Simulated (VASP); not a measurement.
A run of VASP 6.6.1:

INCAR

```
  PREC = Accurate
  ENCUT = 600
  EDIFF = 1E-6
  ISMEAR = 0
  SIGMA = 0.01
  LREAL = F
  LASPH = T
  NELM = 60
  ALGO = Fast
  ISIF = 3
  LWAVE = F
  LCHARG = F
  IBRION = 2
  NSW = 80
  EDIFFG = -0.01
```

File KPOINTS:

```
Automatic mesh
0
Gamma
  12 12 6
```

POSCAR

```
Sn
1.0
    4.4162461238      0.0000000000      0.0000000000
   -2.2081230619      3.8245813326      0.0000000000
    0.0000000000      0.0000000000      7.3052290159
Sn
4
Direct
    0.3333333333      0.6666666667      0.0630332895
    0.6666666667      0.3333333333      0.5630332895
    0.3333333333      0.6666666667      0.4369667105
    0.6666666667      0.3333333333      0.9369667105
```

Potentials or basis: VASP PAW LDA potentials, release 64 (Sn_d).

Command:

```sh
$ cat potpaw_LDA.64/Sn_d/POTCAR > POTCAR
$ mpirun -np 1 vasp_std > vasp.out
```

Hardware: 1 thread of AMD EPYC 9R45 96-Core Processor (Zen 5), on a shared host.

Task: How long does it take, and how much memory?

Result: Run time: 23 min on 1 thread of AMD EPYC 9R45 96-Core Processor (Zen 5), on a shared host, peak memory 0.37 GiB. Counts: scf iterations 85, k points 76, ion steps 10.
